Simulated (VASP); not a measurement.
Set up this calculation in VASP 6.6.1, as the native input.

| Property | Result |
| --- | --- |
| Task | single point |
| Functional | PBE |
| Potentials or basis | VASP PAW PBE potentials, release 64 (Li_sv, H) |
| Cutoff | 520 eV |
| k mesh | 6 × 6 × 4 |
| Occupations | gaussian, width 0.01 eV |
| Spin | no spin polarisation |
| Dipole correction | no |
| Further INCAR settings | ALGO = Normal; EDIFF = 1e-06; NBANDS = 12 |

The structure of LiH lies in POSCAR:

```
LiH
1.0
    3.2548234050      0.0000000000      0.0000000000
   -1.6274117025      2.8187597536      0.0000000000
    0.0000000000      0.0000000000      4.0690682714
Li H
2 2
Direct
    0.3333333333      0.6666666667      0.2500000000
    0.6666666667      0.3333333333      0.7500000000
    0.6666666667      0.3333333333      0.2500000000
    0.3333333333      0.6666666667      0.7500000000
```

The input as run:

INCAR

```
ALGO = Normal
EDIFF = 1E-6
ENCUT = 520
GGA = PE
ISIF = 2
ISMEAR = 0
LASPH = T
LCHARG = F
LREAL = F
LWAVE = F
NBANDS = 12
NELM = 80
PREC = Accurate
SIGMA = 0.01
```

KPOINTS

```
k-points
0
Gamma
  6 6 4
```

Potentials or basis: VASP PAW PBE potentials, release 64 (Li_sv, H).

Command:

```console
$ cat potpaw_PBE.64/Li_sv/POTCAR potpaw_PBE.64/H/POTCAR > POTCAR
$ mpirun -np 1 vasp_std > vasp.out
```

It gave:

| Item | Value |
| --- | --- |
| Band gap on the k mesh | 1.83 eV (least direct gap 3.07 eV) |

Run time: 17 s on 1 thread of Intel Xeon 8259CL, with other jobs on the host, peak memory 0.14 GiB.
